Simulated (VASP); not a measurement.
# MgCuGe (P4/nmm) in VASP: notebook

The runs below take MgCuGe through single point, with LDA, RPBE, BLYP.

Everything below comes from runs of VASP 6.6.1. Logs are shortened: lines on timing, memory, paths and dates and some standing lists are left out, and cuts for length are marked.

### 1 The cell of the first run

The structure is tetragonal, space group P4/nmm (No. 129). The conventional cell has a = 4.005 Å, b = 4.005 Å, c = 6.395 Å, α = 90.00°, β = 90.00°, γ = 90.00°. Mg (site symmetry -4m2) has 4 Cu at 2.76 Å and 4 Mg at 2.83 Å and 4 Ge at 2.87 Å within 3.6 Å. Within 3.2 Å of Cu (site symmetry 4mm) lie 5 Ge at 2.43 to 2.84 Å and 4 Mg at 2.76 Å. Ge (site symmetry 4mm) has 5 Cu at 2.43 to 2.84 Å and 4 Mg at 2.87 Å within 3.2 Å.

### 2 Single point, LDA

Input file INCAR:

```
  PREC = Accurate
  ENCUT = 520
  EDIFF = 1E-7
  ISMEAR = -1
  SIGMA = 0.15
  LREAL = F
  LASPH = T
  NELM = 100
  ALGO = Normal
  ISIF = 2
  LWAVE = F
  LCHARG = F
  NBANDS = 36
```

Input file KPOINTS:

```
regular mesh
0
Gamma
  6 6 4
```

Input file POSCAR:

```
MgCuGe
1.0
    4.0053020000      0.0000000000      0.0000000000
    0.0000000000      4.0053020000      0.0000000000
    0.0000000000      0.0000000000      6.3947530000
Mg Cu Ge
2 2 2
Direct
    0.0000000000      0.0000000000      0.0000000000
    0.5000000000      0.5000000000      0.0000000000
    0.0000000000      0.5000000000      0.2980420000
    0.5000000000      0.0000000000      0.7019580000
    0.0000000000      0.5000000000      0.6779820000
    0.5000000000      0.0000000000      0.3220180000
```

Potentials or basis: VASP PAW LDA potentials, release 64 (Mg, Cu, Ge_d).

On the command line:

```sh
$ cat potpaw_LDA.64/Mg/POTCAR potpaw_LDA.64/Cu/POTCAR potpaw_LDA.64/Ge_d/POTCAR > POTCAR
$ mpirun -np 1 vasp_std > vasp.out
```

OUTCAR:

```text
PREC = Accurate
   ENCUT = 520
   EDIFF = 1E-7
   ISMEAR = -1
   LREAL = F
   LASPH = T
   NELM = 100
   ISIF = 2

 ion  position               nearest neighbor table
   1  0.000  0.000  0.000-   3 2.76   4 2.76   3 2.76   4 2.76   2 2.83   2 2.83   2 2.83   2 2.83
                             5 2.87   6 2.87   6 2.87   5 2.87
   2  0.500  0.500  0.000-   3 2.76   4 2.76   4 2.76   3 2.76   1 2.83   1 2.83   1 2.83   1 2.83
                             5 2.87   6 2.87   5 2.87   6 2.87
   3  0.000  0.500  0.298-   5 2.43   2 2.76   1 2.76   1 2.76   2 2.76   6 2.84   6 2.84   6 2.84
                             6 2.84
   4  0.500  0.000  0.702-   6 2.43   2 2.76   1 2.76   2 2.76   1 2.76   5 2.84   5 2.84   5 2.84
                             5 2.84
   5  0.000  0.500  0.678-   3 2.43   4 2.84   4 2.84   4 2.84   4 2.84   1 2.87   2 2.87   2 2.87
                             1 2.87
   6  0.500  0.000  0.322-   4 2.43   3 2.84   3 2.84   3 2.84   3 2.84   1 2.87   1 2.87   2 2.87
                             2 2.87

  LATTYP: Found a simple tetragonal cell.
 ALAT       =     4.0053020000
 C/A-ratio  =     1.5965719938

  Lattice vectors:

 A1 = (   4.0053020000,   0.0000000000,   0.0000000000)
 A2 = (   0.0000000000,   4.0053020000,   0.0000000000)
 A3 = (   0.0000000000,   0.0000000000,   6.3947530000)

Analysis of symmetry for initial positions (statically):
=====================================================================
 Subroutine PRICEL returns:
 Original cell was already a primitive cell.

 Routine SETGRP: Setting up the symmetry group for a
 simple tetragonal supercell.

 Subroutine GETGRP returns: Found 16 space group operations
 (whereof  8 operations were pure point group operations)
 out of a pool of 16 trial point group operations.

The static configuration has the point symmetry D_2d.
 The point group associated with its full space group is D_4h.

Analysis of symmetry for dynamics (positions and initial velocities):
=====================================================================
 Subroutine PRICEL returns:
 Original cell was already a primitive cell.

 Routine SETGRP: Setting up the symmetry group for a
 simple tetragonal supercell.

 Subroutine GETGRP returns: Found 16 space group operations
 (whereof  8 operations were pure point group operations)
 out of a pool of 16 trial point group operations.

The dynamic configuration has the point symmetry D_2d.
 The point group associated with its full space group is D_4h.

 Subroutine INISYM returns: Found 16 space group operations
 (whereof  8 operations are pure point group operations),
 and found     1 'primitive' translations

----------------------------------------------------------------------------------------

                                     Primitive cell

  volume of cell :     102.5875

  direct lattice vectors                    reciprocal lattice vectors
     4.005302000  0.000000000  0.000000000     0.249669064  0.000000000  0.000000000
     0.000000000  4.005302000  0.000000000     0.000000000  0.249669064  0.000000000
     0.000000000  0.000000000  6.394753000     0.000000000  0.000000000  0.156378206

  length of vectors
     4.005302000  4.005302000  6.394753000     0.249669064  0.249669064  0.156378206

  position of ions in fractional coordinates (direct lattice)
     0.000000000  0.000000000  0.000000000
     0.500000000  0.500000000  0.000000000
     0.000000000  0.500000000  0.298042000
     0.500000000  0.000000000  0.701958000
     0.000000000  0.500000000  0.677982000
     0.500000000  0.000000000  0.322018000

  ion indices of the primitive-cell ions
   primitive index   ion index
                 1           1
                 2           2
                 3           3
                 4           4
                 5           5
                 6           6

----------------------------------------------------------------------------------------

 KPOINTS: regular mesh

Automatic generation of k-mesh.
 Grid dimensions read from file:
 generate k-points for:    6    6    4

 Generating k-lattice:

  Cartesian coordinates                     Fractional coordinates (reciprocal lattice)
     0.041611511  0.000000000  0.000000000     0.166666667  0.000000000  0.000000000
     0.000000000  0.041611511  0.000000000     0.000000000  0.166666667  0.000000000
     0.000000000  0.000000000  0.039094551     0.000000000  0.000000000  0.250000000

  Length of vectors
     0.041611511  0.041611511  0.039094551

  Shift w.r.t. Gamma in fractional coordinates (k-lattice)
     0.000000000  0.000000000  0.000000000

 Subroutine IBZKPT returns following result:
 ===========================================

 Found     30 irreducible k-points:

 Following reciprocal coordinates:
            Coordinates               Weight
  0.000000  0.000000  0.000000      1.000000
  0.166667  0.000000  0.000000      4.000000
  0.333333  0.000000  0.000000      4.000000
  0.500000  0.000000  0.000000      2.000000
  0.166667  0.166667  0.000000      4.000000
  0.333333  0.166667  0.000000      8.000000
[... 16 lines left out ...]
  0.333333  0.000000  0.500000      4.000000
  0.500000  0.000000  0.500000      2.000000
 [... further k-points ...]
   k-points           NKPTS =     30   k-points in BZ     NKDIM =     30   number of bands    NBANDS=     36
   number of dos      NEDOS =    301   number of ions     NIONS =      6
   total plane-waves  NPLWV =  43200
   dimension x,y,z NGX =    30 NGY =   30 NGZ =   48
   dimension x,y,z NGXF=    60 NGYF=   60 NGZF=   96
   ions per type =               2   2   2
   NGX,Y,Z   is equivalent  to a cutoff of  12.45, 12.45, 12.48 a.u.
   NGXF,Y,Z  is equivalent  to a cutoff of  24.90, 24.90, 24.96 a.u.
 SYSTEM =  unknown system
   PREC   = accura    normal or accurate (medium, high low for compatibility)
   ISTART =      0    job   : 0-new  1-cont  2-samecut
   ICHARG =      2    charge: 1-file 2-atom 10-const
   ISPIN  =      1    spin polarized calculation?
   LNONCOLLINEAR =      F non collinear calculations
   LSORBIT =      F    spin-orbit coupling
   LASPH  =      T    aspherical Exc in radial PAW
   ENCUT  =  520.0 eV  38.22 Ry    6.18 a.u.   7.45  7.45 11.89*2*pi/ulx,y,z
   NELM   =    100;   NELMIN=  2; NELMDL= -5     # of ELM steps
   EDIFF  = 0.1E-06   stopping-criterion for ELM
   LREAL  =      F    real-space projection
   EDIFFG = 0.1E-05   stopping-criterion for IOM
   NSW    =      0    number of steps for IOM
   IBRION =     -1    ionic relax: 0-MD 1-quasi-New 2-CG
   NFREE  =      0    steps in history (QN), initial steepest desc. (CG)
   ISIF   =      2    stress and relaxation
   ISYM   =      2    0-nonsym 1-usesym 2-fastsym
   POTIM  = 0.5000    time-step for ionic-motion
   TEBEG  =    0.0;   TEEND  =   0.0 temperature during run
   PSTRESS=    0.0 pullay stress
   NELECT =      54.0000    total number of electrons
   NUPDOWN=      -1.0000    fix difference up-down
   EMIN   =  10.00;   EMAX   =-10.00  energy-range for DOS
   EFERMI =   0.00;   METHOD = LEGACY
   ISMEAR =    -1;   SIGMA  =   0.15  broadening in eV -4-tet -1-fermi 0-gaus
   EFERMI_NEDOS =   21; number of points for ismear=-14 and -15
   IALGO  =     38    algorithm
   IMIX   =      4    mixing-type and parameters
     AMIX     =   0.40;   BMIX     =  1.00
     AMIX_MAG =   1.60;   BMIX_MAG =  1.00
  volume/ion in A,a.u.               =      17.10       115.38
  Fermi-wavevector in a.u.,A,eV,Ry     =   1.321827  2.497891 23.772465  1.747227
  Thomas-Fermi vector in A             =   2.451553
   LORBIT       =      0    0 simple, 1 ext, 2 COOP (PROOUT), +10 PAW based schemes
   GGA     = CA    functional components
   LHFCALC =     F    Hartree Fock is set to
   AEXX    =    0.0000 exact exchange contribution
   IVDW    =     0    specifies the selected vdW correction
   LEPSILON=     F    determine dielectric tensor
   LRPA    =     F    only Hartree local field effects (RPA)
 non-spin polarized calculation
  energy-cutoff  :      520.00
  volume of cell :      102.59
 maximum number of plane-waves:      2800
 NGX is ok and might be reduce to    30
   NGX = 15   NGY = 15   NGZ = 23

 number of electron      53.9999978 magnetization

 Free energy of the ion-electron system (eV)
  ---------------------------------------------------
  ext. energy  EPLUGINS =         0.00000000
  ---------------------------------------------------
  free energy    TOTEN  =       -23.11814901 eV

  energy without entropy =      -22.90029109  energy(sigma->0) =      -23.00922005

 E-fermi :   5.0068     XC(G=0): -10.9077

 val. band max:        5.0037099276   @ k =   0.0000   0.0000   0.2500
 cond. band min:       5.0170780175   @ k =   0.5000   0.3333   0.2500
 fundamental gap:      0.0133680900
 Fermi energy:         5.0067781188

 k-point     1 :       0.0000    0.0000    0.0000
  band No.  band energies     occupation
      1     -19.4577      2.00000
      2     -19.4569      2.00000
      3     -19.4529      2.00000
      4     -19.4504      2.00000
      5     -19.4343      2.00000
      6     -19.4316      2.00000
[... 28 lines left out ...]
     35      10.9304      0.00000
     36      11.1189      0.00000

 k-point     2 :       0.1667    0.0000    0.0000
  band No.  band energies     occupation
      1     -19.4569      2.00000
      2     -19.4564      2.00000
      3     -19.4522      2.00000
      4     -19.4513      2.00000
      5     -19.4334      2.00000
      6     -19.4314      2.00000
[... 28 lines left out ...]
     35      11.2337      0.00000
     36      11.2379      0.00000

 k-point     3 :       0.3333    0.0000    0.0000
  band No.  band energies     occupation
      1     -19.4565      2.00000
      2     -19.4536      2.00000
      3     -19.4534      2.00000
      4     -19.4512      2.00000
      5     -19.4314      2.00000
      6     -19.4305      2.00000
[... 28 lines left out ...]
     35      11.8734      0.00000
     36      11.9309      0.00000
[... 742 lines left out ...]
 k-point    23 :       0.3333    0.0000    0.5000
  band No.  band energies     occupation
      1     -19.4565      2.00000
      2     -19.4535      2.00000
      3     -19.4535      2.00000
      4     -19.4513      2.00000
      5     -19.4315      2.00000
      6     -19.4303      2.00000
[... 28 lines left out ...]
     35      11.1439      0.00000
     36      11.3191      0.00000

 k-point    24 :       0.5000    0.0000    0.5000
  band No.  band energies     occupation
      1     -19.4554      2.00000
      2     -19.4554      2.00000
      3     -19.4515      2.00000
      4     -19.4515      2.00000
      5     -19.4296      2.00000
      6     -19.4296      2.00000
[... 28 lines left out ...]
     35      10.3223      0.00000
     36      10.3223      0.00000

 [... further k-points ...]
[... 5 lines left out ...]
  --------------------------------------------------------------------------------------
  -------------------------------------------------------------------------------------
  Total       -3.0796808     -3.0796808     -4.3069410      0.0000000     -0.0000000      0.0000000
  in kB      -48.0974424    -48.0974424    -67.2643883      0.0000000     -0.0000000      0.0000000
  external PRESSURE =     -54.4864244 kB  Pullay stress =       0.0000000 kB

 VOLUME and BASIS-vectors are now :
 -----------------------------------------------------------------------------
  energy-cutoff  :      520.00
  volume of cell :      102.59
      direct lattice vectors                 reciprocal lattice vectors
     4.005302000  0.000000000  0.000000000     0.249669064  0.000000000  0.000000000
     0.000000000  4.005302000  0.000000000     0.000000000  0.249669064  0.000000000
     0.000000000  0.000000000  6.394753000     0.000000000  0.000000000  0.156378206

 POSITION                                       TOTAL-FORCE (eV/Angst)
 -----------------------------------------------------------------------------------
      0.00000      0.00000      0.00000         0.000000     -0.000000     -0.000000
      2.00265      2.00265      0.00000         0.000000      0.000000     -0.000000
      0.00000      2.00265      1.90590         0.000000      0.000000      0.066234
      2.00265      0.00000      4.48885        -0.000000      0.000000     -0.066234
      0.00000      2.00265      4.33553        -0.000000     -0.000000     -0.220017
      2.00265      0.00000      2.05923         0.000000      0.000000      0.220017
 -----------------------------------------------------------------------------------
    total drift:                                0.000000      0.000000      0.000000

  FREE ENERGIE OF THE ION-ELECTRON SYSTEM (eV)
  ---------------------------------------------------
  free  energy   TOTEN  =       -23.1181490112 eV

  energy  without entropy=      -22.9002910919  energy(sigma->0) =      -23.00922005
```

Wall time 2.6 min (1 thread of Oxide Virtual Turin-like, shared host); peak memory 0.2 GiB.

What came out:

* Free energy: -23.1181 eV
* Pressure: -5.4 GPa
* Largest force: 0.220 eV/Å
* Band gap on the k mesh: zero (bands 27 and 28 overlap by 3.74 eV)

Forces on the atoms (eV/Å):
```
Mg   0.000  0.000  0.000
Mg   0.000  0.000  0.000
Cu   0.000  0.000  0.066
Cu   0.000  0.000 -0.066
Ge   0.000  0.000 -0.220
Ge   0.000  0.000  0.220
```

Levels at points of the mesh, in eV from the Fermi level:
```csv
k point,band 23,band 24,band 25,band 26,band 27,band 28,band 29,band 30,band 31,band 32
"(0.00, 0.00, 0.00)",-2.90,-1.21,-1.21,-0.92,1.10,1.17,1.17,1.27,3.88,4.63
"(0.50, 0.00, 0.00)",-2.77,-2.77,-2.07,-2.07,1.46,1.46,2.96,2.96,4.71,4.71
"(0.50, 0.50, 0.00)",-2.52,-2.52,-2.03,-2.03,-1.63,-1.63,-1.46,-1.46,2.13,2.13
"(0.00, 0.00, 0.50)",-1.72,-1.38,-0.57,-0.57,0.05,0.14,0.14,1.11,4.37,4.41
"(0.50, 0.00, 0.50)",-2.76,-2.76,0.38,0.38,1.25,1.25,1.82,1.82,3.42,3.42
"(0.50, 0.50, 0.50)",-2.60,-2.60,-2.44,-2.44,-2.13,-2.13,1.29,1.29,3.83,3.83
```

Caveat: the cell stands under tension.

[end of part 1 of 2]

The gap in the log of VASP goes by the Fermi energy; the results here count the filled bands.